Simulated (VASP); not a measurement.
A run of VASP 6.6.1 is set up as follows.

The input INCAR:

```
SYSTEM = HfB3
ALGO = Normal
EDIFF = 1E-7
ENCUT = 520
GGA = PE
ISIF = 2
ISMEAR = 0
LASPH = .TRUE.
LCHARG = .FALSE.
LREAL = .FALSE.
LWAVE = .FALSE.
NBANDS = 18
NELM = 80
PREC = Accurate
SIGMA = 0.1
```

File KPOINTS:

```
k-points
0
G
  6 6 4
  0 0 0
```

POSCAR

```
HfB3
1.0
    3.9956022264      0.0000000039      0.0000000000
   -1.9978011165      3.4602930295      0.0000000000
    0.0000000000      0.0000000000      4.6971649954
Hf B
1 3
Direct
    0.0000000000      0.0000000000      0.5000000000
    0.3333333333      0.6666666667      0.5000000000
    0.6666666667      0.3333333333      0.5000000000
    0.0000000000      0.0000000000      0.0000000000
```

Potentials or basis: VASP PAW PBE potentials, release 64 (Hf_pv, B).

Run with:

```bash
$ cat potpaw_PBE.64/Hf_pv/POTCAR potpaw_PBE.64/B/POTCAR > POTCAR
$ mpirun -np 1 vasp_std > vasp.out
```

(1) Predict the pressure.

Answers

(1) 0.5 GPa.
